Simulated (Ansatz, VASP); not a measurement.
# PtSe2 in VASP and in Ansatz

```xyz
6
Lattice="3.7070 0.0000 0.0000 -1.8535 3.2104 0.0000 0.0000 0.0000 22.7982" Properties=species:S:1:pos:R:3 pbc="T T T"
Se    1.8535    1.0701    4.5000
Se    0.0000    2.1403    7.1491
Se    0.0000    4.2805   10.8091
Se   -1.8535    5.3506   13.4582
Pt    0.0000    0.0000    5.8245
Pt   -1.8535    3.2104   12.1336
```

Alike in both runs: task single point; functional PBE; dispersion D3(BJ); k mesh 9 × 9 × 1; occupations gaussian, width 0.05 eV; no spin polarisation.

|  | VASP | Ansatz |
| --- | --- | --- |
| version | VASP 6.6.1 | Ansatz 0.2.0 |
| potentials or method | VASP PAW PBE potentials, release 64 (Se, Pt), cutoff 520 eV | scalar-relativistic, plane waves, PAW |
| valence electrons in the cell | 44 | 100 |

```csv
,VASP,Ansatz,Ansatz less VASP
gap on the k mesh at the Fermi level (eV),1.08,1.08,+0.008
least direct gap on the mesh (eV),1.26,1.26,+0.008
rms of the force components (eV/Å),0.037,0.037,+0.0002
```

VASP's potentials hold 44 valence electrons a cell and Ansatz's 100, so a difference there can come from the potentials and not from the codes.

Spin-orbit coupling is off throughout.
